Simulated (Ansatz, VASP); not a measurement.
# Two plane-wave programs on Mg

```
Mg
1.0
    -1.77136    1.77136    1.67067
     1.77136   -1.77136    1.67067
     1.77136    1.77136   -1.67067
Mg
1
Direct
  0.00000 0.00000 0.00000
```

Alike in both runs: task single point; functional PBE; k mesh 16 × 16 × 16; occupations gaussian, width 0.1 eV; no spin polarisation.

|  | VASP | Ansatz |
| --- | --- | --- |
| version | VASP 6.6.1 | Ansatz 0.2.0 |
| potentials or method | VASP PAW PBE potentials, release 64 (Mg), cutoff 520 eV | scalar-relativistic, plane waves, PAW |
| valence electrons in the cell | 2 | 10 |

```tsv
	VASP	Ansatz	Ansatz less VASP
gap on the k mesh at the Fermi level (eV)	none	none	-
pressure (GPa)	3.7	3.8	+0.12
traceless stress, the component that is largest in VASP (GPa)	-0.08	-0.07	+0.001
```

A gap of «none» marks a metal or a gap that the smearing closes. The functional is the same, so the differences come from potentials, cutoffs and numerics. VASP's potentials hold 2 valence electrons a cell and Ansatz's 10, so a difference there can come from the potentials and not from the codes.
